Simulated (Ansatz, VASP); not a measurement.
# Bi: VASP beside Ansatz

```xyz
1
Lattice="-1.9998 1.9998 1.9998 1.9998 -1.9998 1.9998 1.9998 1.9998 -1.9998" Properties=species:S:1:pos:R:3 pbc="T T T"
Bi    0.0000    0.0000    0.0000
```

Alike in both runs: task single point; functional r2SCAN; k mesh 16 × 16 × 16; occupations gaussian, width 0.1 eV; no spin polarisation.

```csv
,VASP,Ansatz
version,VASP 6.6.1,Ansatz 0.2.0
potentials or method,"VASP PAW PBE potentials, release 64 (Bi_d), cutoff 520 eV","scalar-relativistic, plane waves, PAW"
valence electrons in the cell,15,15
```

|  | VASP | Ansatz | Ansatz less VASP |
| --- | --- | --- | --- |
| gap on the k mesh at the Fermi level (eV) | none | none | - |
| pressure (GPa) | -1.5 | -1.5 | +0.04 |

VASP's potentials were made for PBE, not for r2SCAN. A gap of «none» marks a metal or a gap that the smearing closes.

Neither program's run includes spin-orbit coupling.
